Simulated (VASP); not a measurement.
# Ca4As3 (P-62m) in VASP: relaxation of cell and atoms with PBE

Aim: the relaxation of cell and atoms of Ca4As3 with PBE.

All numbers are computed with VASP 6.6.1; they aren't measurements. Logs are shortened: lines on timing, memory, paths and dates and some standing lists are left out, and cuts for length are marked.

## (1) The cell of the first run

Symmetry: P-62m, No. 189, hexagonal system. The conventional cell has a = 5.793 Å, b = 5.793 Å, c = 6.805 Å, α = 90.00°, β = 90.00°, γ = 120.00°. Within 3.2 Å of Ca (site symmetry 3) lie 3 As at 2.43 Å and 1 Ca at 3.03 Å. Within 3.3 Å of As (site symmetry m2m) lie 4 Ca at 2.43 Å and 4 As at 3.29 Å.

The cell was generated, and may not be a known phase.

## (2) Relaxation of cell and atoms, PBE

Contents of INCAR:

```
SYSTEM = Ca4As3
PREC = Accurate
ENCUT = 510
EDIFF = 1E-7
ISMEAR = 0
SIGMA = 0.1
LREAL = .False.
LASPH = .True.
NELM = 120
ALGO = Normal
ISIF = 3
LWAVE = .False.
LCHARG = .False.
GGA = PE
IBRION = 2
NSW = 90
EDIFFG = -0.04
GGA_COMPAT = .False.
NELMIN = 4
```

Contents of KPOINTS:

```
regular mesh
0
Gamma
  3 3 4
  0 0 0
```

Contents of POSCAR:

```
Ca4As3
1.0
    5.7932081600      0.0000000000      0.0000000000
   -2.8966040800      5.0170654400      0.0000000000
    0.0000000000      0.0000000000      6.8052174100
Ca As
4 3
Direct
    0.3333333300      0.6666666700      0.7771939700
    0.3333333300      0.6666666700      0.2228060300
    0.6666666700      0.3333333300      0.2228060300
    0.6666666700      0.3333333300      0.7771939700
    0.6558253200      0.0000000000      0.0000000000
    0.0000000000      0.6558253200      0.0000000000
    0.3441746800      0.3441746800      0.0000000000
```

Potentials or basis: VASP PAW PBE potentials, release 64 (Ca_sv, As_d).

Started as:

```bash
$ cat potpaw_PBE.64/Ca_sv/POTCAR potpaw_PBE.64/As_d/POTCAR > POTCAR
$ mpirun -np 1 vasp_std > vasp.out
```

OUTCAR:

```text
SYSTEM = Ca4As3
   PREC = Accurate
   ENCUT = 510
   EDIFF = 1E-7
   ISMEAR = 0
   LREAL = .False.
   LASPH = .True.
   NELM = 120
   ISIF = 3
   GGA = PE
   IBRION = 2
   NSW = 90
   EDIFFG = -0.04
   NELMIN = 4

 ion  position               nearest neighbor table
   1  0.333  0.667  0.777-   6 2.43   5 2.43   7 2.43   2 3.03
   2  0.333  0.667  0.223-   6 2.43   5 2.43   7 2.43   1 3.03
   3  0.667  0.333  0.223-   5 2.43   6 2.43   7 2.43   4 3.03
   4  0.667  0.333  0.777-   5 2.43   6 2.43   7 2.43   3 3.03
   5  0.656  0.000  0.000-   3 2.43   4 2.43   1 2.43   2 2.43
   6  0.000  0.656  0.000-   1 2.43   2 2.43   3 2.43   4 2.43
   7  0.344  0.344  0.000-   3 2.43   4 2.43   1 2.43   2 2.43

  LATTYP: Found a hexagonal cell.
 ALAT       =     5.7932081600
 C/A-ratio  =     1.1746889154

  Lattice vectors:

 A1 = (   5.7932081600,   0.0000000000,   0.0000000000)
 A2 = (  -2.8966040800,   5.0170654400,   0.0000000000)
 A3 = (   0.0000000000,   0.0000000000,   6.8052174100)

Analysis of symmetry for initial positions (statically):
=====================================================================
 Subroutine PRICEL returns:
 Original cell was already a primitive cell.

 Routine SETGRP: Setting up the symmetry group for a
 hexagonal supercell.

 Subroutine GETGRP returns: Found 12 space group operations
 (whereof 12 operations were pure point group operations)
 out of a pool of 24 trial point group operations.

The static configuration has the point symmetry D_3h.

Analysis of symmetry for dynamics (positions and initial velocities):
=====================================================================
 Subroutine PRICEL returns:
 Original cell was already a primitive cell.

 Routine SETGRP: Setting up the symmetry group for a
 hexagonal supercell.

 Subroutine GETGRP returns: Found 12 space group operations
 (whereof 12 operations were pure point group operations)
 out of a pool of 24 trial point group operations.

The dynamic configuration has the point symmetry D_3h.

 Subroutine INISYM returns: Found 12 space group operations
 (whereof 12 operations are pure point group operations),
 and found     1 'primitive' translations

----------------------------------------------------------------------------------------

                                     Primitive cell

  volume of cell :     197.7930

  direct lattice vectors                    reciprocal lattice vectors
     5.793208160  0.000000000  0.000000000     0.172615928  0.099659852  0.000000000
    -2.896604080  5.017065440  0.000000000     0.000000000  0.199319704  0.000000000
     0.000000000  0.000000000  6.805217410     0.000000000  0.000000000  0.146946077

  length of vectors
     5.793208160  5.793208163  6.805217410     0.199319704  0.199319704  0.146946077

  position of ions in fractional coordinates (direct lattice)
     0.333333330  0.666666670  0.777193970
     0.333333330  0.666666670  0.222806030
     0.666666670  0.333333330  0.222806030
     0.666666670  0.333333330  0.777193970
     0.655825320  0.000000000  0.000000000
     0.000000000  0.655825320  0.000000000
     0.344174680  0.344174680  0.000000000

  ion indices of the primitive-cell ions
   primitive index   ion index
                 1           1
                 2           2
                 3           3
                 4           4
                 5           5
                 6           6
                 7           7

----------------------------------------------------------------------------------------

 KPOINTS: regular mesh

Automatic generation of k-mesh.
 Grid dimensions read from file:
 generate k-points for:    3    3    4

 Generating k-lattice:

  Cartesian coordinates                     Fractional coordinates (reciprocal lattice)
     0.057538643  0.033219951  0.000000000     0.333333333 -0.000000000  0.000000000
     0.000000000  0.066439901  0.000000000     0.000000000  0.333333333  0.000000000
     0.000000000  0.000000000  0.036736519     0.000000000  0.000000000  0.250000000

  Length of vectors
     0.066439901  0.066439901  0.036736519

  Shift w.r.t. Gamma in fractional coordinates (k-lattice)
     0.000000000  0.000000000  0.000000000

 Subroutine IBZKPT returns following result:
 ===========================================

 Found      9 irreducible k-points:

 Following reciprocal coordinates:
            Coordinates               Weight
  0.000000  0.000000  0.000000      1.000000
  0.333333  0.000000  0.000000      6.000000
  0.333333  0.333333  0.000000      2.000000
  0.000000  0.000000  0.250000      2.000000
  0.333333  0.000000  0.250000     12.000000
  0.333333  0.333333  0.250000      4.000000
  0.000000  0.000000  0.500000      1.000000
  0.333333  0.000000  0.500000      6.000000
  0.333333  0.333333  0.500000      2.000000
   k-points           NKPTS =      9   k-points in BZ     NKDIM =      9   number of bands    NBANDS=     51
   number of dos      NEDOS =    301   number of ions     NIONS =      7
   total plane-waves  NPLWV = 115200
   dimension x,y,z NGX =    48 NGY =   48 NGZ =   50
   dimension x,y,z NGXF=    96 NGYF=   96 NGZF=  100
   ions per type =               4   3
   NGX,Y,Z   is equivalent  to a cutoff of  13.77, 13.77, 12.21 a.u.
   NGXF,Y,Z  is equivalent  to a cutoff of  27.55, 27.55, 24.43 a.u.
 SYSTEM =  Ca4As3
   PREC   = accura    normal or accurate (medium, high low for compatibility)
   ISTART =      0    job   : 0-new  1-cont  2-samecut
   ICHARG =      2    charge: 1-file 2-atom 10-const
   ISPIN  =      1    spin polarized calculation?
   LNONCOLLINEAR =      F non collinear calculations
   LSORBIT =      F    spin-orbit coupling
   LASPH  =      T    aspherical Exc in radial PAW
   ENCUT  =  510.0 eV  37.48 Ry    6.12 a.u.  10.67 10.67 12.53*2*pi/ulx,y,z
   NELM   =    120;   NELMIN=  4; NELMDL= -5     # of ELM steps
   EDIFF  = 0.1E-06   stopping-criterion for ELM
   LREAL  =      F    real-space projection
   EDIFFG = -.4E-01   stopping-criterion for IOM
   NSW    =     90    number of steps for IOM
   IBRION =      2    ionic relax: 0-MD 1-quasi-New 2-CG
   NFREE  =      1    steps in history (QN), initial steepest desc. (CG)
   ISIF   =      3    stress and relaxation
   ISYM   =      2    0-nonsym 1-usesym 2-fastsym
   POTIM  = 0.5000    time-step for ionic-motion
   TEBEG  =    0.0;   TEEND  =   0.0 temperature during run
   PSTRESS=    0.0 pullay stress
   NELECT =      85.0000    total number of electrons
   NUPDOWN=      -1.0000    fix difference up-down
   EMIN   =  10.00;   EMAX   =-10.00  energy-range for DOS
   EFERMI =   0.00;   METHOD = LEGACY
   ISMEAR =     0;   SIGMA  =   0.10  broadening in eV -4-tet -1-fermi 0-gaus
   EFERMI_NEDOS =   21; number of points for ismear=-14 and -15
   IALGO  =     38    algorithm
   IMIX   =      4    mixing-type and parameters
     AMIX     =   0.40;   BMIX     =  1.00
     AMIX_MAG =   1.60;   BMIX_MAG =  1.00
  volume/ion in A,a.u.               =      28.26       190.68
  Fermi-wavevector in a.u.,A,eV,Ry     =   1.235409  2.334585 20.765701  1.526236
  Thomas-Fermi vector in A             =   2.370060
   LORBIT       =      0    0 simple, 1 ext, 2 COOP (PROOUT), +10 PAW based schemes
   GGA     = PE    functional components
   LHFCALC =     F    Hartree Fock is set to
   AEXX    =    0.0000 exact exchange contribution
   IVDW    =     0    specifies the selected vdW correction
   LEPSILON=     F    determine dielectric tensor
   LRPA    =     F    only Hartree local field effects (RPA)
 conjugate gradient relaxation of ions
 non-spin polarized calculation
 Gauss-broadening in eV      SIGMA  =   0.10
  energy-cutoff  :      510.00
  volume of cell :      197.79
 maximum number of plane-waves:      5209
 NGX is ok and might be reduce to    48
   NGX = 21   NGY = 21   NGZ = 25

--------------------------------------- Ionic step        1  -------------------------------------------

 number of electron      84.9999998 magnetization

 Free energy of the ion-electron system (eV)
  ---------------------------------------------------
  ext. energy  EPLUGINS =         0.00000000
  ---------------------------------------------------
  free energy    TOTEN  =       -15.51911386 eV

  energy without entropy =      -15.49749326  energy(sigma->0) =      -15.50830356

------------------------ aborting loop because EDIFF is reached ----------------------------------------

  FORCE on cell =-STRESS in cart. coord.  units (eV):
  Direction    XX          YY          ZZ          XY          YZ          ZX
  --------------------------------------------------------------------------------------
  -------------------------------------------------------------------------------------
  Total       31.3292215     31.3292215     40.6326418      0.0000000     -0.0000000      0.0000000
  in kB      253.7752601    253.7752605    329.1355081      0.0000000     -0.0000000      0.0000000
  external PRESSURE =     278.8953429 kB  Pullay stress =       0.0000000 kB
[... 26 lines left out ...]
  energy  without entropy=      -15.4974932570  energy(sigma->0) =      -15.50830356

--------------------------------------- Ionic step        2  -------------------------------------------

 number of electron      85.0000040 magnetization

 E-fermi :  -0.0473     XC(G=0):  -6.6640

 val. band max:       -0.0551155747   @ k =   0.3333   0.0000   0.0000
 cond. band min:       0.0164748170   @ k =   0.3333   0.0000   0.5000
 fundamental gap:      0.0715903917
 Fermi energy:        -0.0472796889

 k-point     1 :       0.0000    0.0000    0.0000
  band No.  band energies     occupation
      1     -42.4960      2.00000
      2     -42.4946      2.00000
      3     -42.4923      2.00000
      4     -42.4909      2.00000
      5     -35.0337      2.00000
      6     -35.0332      2.00000
[... 550 lines left out ...]
  FREE ENERGIE OF THE ION-ELECTRON SYSTEM (eV)
  ---------------------------------------------------
  free  energy   TOTEN  =       -22.9048540411 eV

  energy  without entropy=      -22.8785804655  energy(sigma->0) =      -22.89171725

[... ionic steps 4 to 17 ...]

--------------------------------------- Ionic step       18  -------------------------------------------

 number of electron      85.0000044 magnetization

------------------------ aborting loop because EDIFF is reached ----------------------------------------

  FORCE on cell =-STRESS in cart. coord.  units (eV):
  Direction    XX          YY          ZZ          XY          YZ          ZX
  --------------------------------------------------------------------------------------
  -------------------------------------------------------------------------------------
  Total       -0.3546780     -0.3546780     -0.1642065      0.0000000     -0.0000000      0.0000000
  in kB       -2.1508026     -2.1508026     -0.9957646      0.0000000     -0.0000000      0.0000000
  external PRESSURE =      -1.7657899 kB  Pullay stress =       0.0000000 kB
[... 67 lines left out ...]
  energy  without entropy=      -23.3976585579  energy(sigma->0) =      -23.41219700

--------------------------------------- Ionic step       20  -------------------------------------------

 number of electron      85.0000039 magnetization

 Free energy of the ion-electron system (eV)
  ---------------------------------------------------
  ext. energy  EPLUGINS =         0.00000000
  ---------------------------------------------------
  free energy    TOTEN  =       -23.42746124 eV

  energy without entropy =      -23.39830562  energy(sigma->0) =      -23.41288343

 E-fermi :   1.5374     XC(G=0):  -7.7919

 val. band max:        1.4769207663   @ k =   0.3333   0.0000   0.2500
 cond. band min:       1.5688429893   @ k =   0.3333   0.3333   0.5000
 fundamental gap:      0.0919222230
 Fermi energy:         1.5373711724

 k-point     1 :       0.0000    0.0000    0.0000
  band No.  band energies     occupation
      1     -40.1999      2.00000
      2     -40.1908      2.00000
      3     -40.1825      2.00000
      4     -40.1738      2.00000
      5     -33.7566      2.00000
      6     -33.7498      2.00000
[... 509 lines left out ...]
  FREE ENERGIE OF THE ION-ELECTRON SYSTEM (eV)
  ---------------------------------------------------
  free  energy   TOTEN  =       -23.4274612398 eV

  energy  without entropy=      -23.3983056185  energy(sigma->0) =      -23.41288343

 reached required accuracy - stopping structural energy minimisation
```

Wall time 29 min (1 thread of Intel Xeon Platinum 8259CL at 2.50GHz (Skylake/Cascade Lake), shared host); peak memory 0.37 GiB.

Results:

| Item | Value |
| --- | --- |
| Free energy | -23.4275 eV |
| Relaxed volume | 37.41 Å³/atom |
| Relaxed cell | a = 6.326 Å, b = 6.326 Å, c = 7.556 Å, α = 90.00°, β = 90.00°, γ = 120.00° |
| Space group after relaxing (to 0.1 Å) | P-62m (No. 189) |
| Energy gained by relaxing | 1129.8 meV/atom |
| Ionic steps | 20 |
| Pressure after relaxing | 0.0 GPa |
| Largest force after relaxing | 0.019 eV/Å |
| Band gap on the k mesh | zero (an odd number of electrons rules out a gap without spin polarisation) |

Forces on the atoms (eV/Å):
```
Ca   0.000  0.000 -0.019
Ca   0.000  0.000  0.019
Ca   0.000  0.000  0.019
Ca   0.000  0.000 -0.019
As  -0.018  0.000  0.000
As   0.009 -0.016  0.000
As   0.009  0.016  0.000
```

Stress tensor (GPa, compression positive):
```
-0.02  0.00  0.00
 0.00 -0.02  0.00
 0.00  0.00  0.12
```

Step by step:
```
step  energy change (eV)  largest force (eV/Å)  pressure (GPa)  volume (Å³)
   1              0.0000                6.0786           27.89       197.79
   2             -4.6442                1.4208           -4.92       374.32
   3             -7.3857                0.4576           -0.61       279.45
   4             -7.3951                0.5035           -0.32       277.00
   5             -7.3983                0.5531           -0.02       274.50
   6             -7.4531                0.5632           -0.05       274.61
   7             -7.6078                0.5304           -0.11       274.90
   8             -7.8257                0.2895           -0.21       275.47
   9             -7.4442                1.0738            0.58       276.51
  10             -7.8565                0.1589           -0.24       275.65
  11             -7.8610                0.0918           -0.23       275.75
  12             -7.8786                0.1945            0.20       269.05
  13             -7.8788                0.2057            0.25       268.33
  14             -7.8898                0.1392            0.00       268.26
  15             -7.8906                0.1136           -0.08       268.23
  16             -7.8983                0.0818           -0.12       267.07
  17             -7.9067                0.0351           -0.19       263.61
  18             -7.9070                0.0376           -0.18       264.21
  19             -7.9076                0.0378            0.18       260.24
  20             -7.9083                0.0187            0.03       261.89
```

Final structure:
```cif
data_structure
_symmetry_space_group_name_H-M 'P 1'
_symmetry_Int_Tables_number 1
_cell_length_a 6.3264
_cell_length_b 6.3264
_cell_length_c 7.5557
_cell_angle_alpha 90.000
_cell_angle_beta 90.000
_cell_angle_gamma 120.000
_cell_volume 261.89
loop_
_atom_site_label
_atom_site_type_symbol
_atom_site_fract_x
_atom_site_fract_y
_atom_site_fract_z
_atom_site_occupancy
Ca1 Ca 0.33333 0.66667 0.76166 1
Ca2 Ca 0.33333 0.66667 0.23834 1
Ca3 Ca 0.66667 0.33333 0.23834 1
Ca4 Ca 0.66667 0.33333 0.76166 1
As1 As 0.73670 0.00000 0.00000 1
As2 As 0.00000 0.73670 0.00000 1
As3 As 0.26330 0.26330 0.00000 1
```

Levels at points of the mesh, in eV from the Fermi level:
| k point | band 40 | band 41 | band 42 | band 43 | band 44 | band 45 |
| --- | --- | --- | --- | --- | --- | --- |
| (0.00, 0.00, 0.00) | -1.53 | -1.28 | -1.28 | 0.87 | 0.87 | 1.28 |
| (0.00, 0.00, 0.50) | -1.32 | -1.32 | -0.63 | 0.58 | 1.14 | 1.14 |

Caveat: the k points lie up to 0.38 Å⁻¹ apart in the final cell, too coarse for converged energies and pressures of a metal; the volume moved by over 15 % at a fixed basis, so the end points are rough; an odd number of electrons without spin polarisation forces a metal; a magnetic or distorted state may lie lower.

The gap in the log of VASP goes by the Fermi energy; the results here count the filled bands.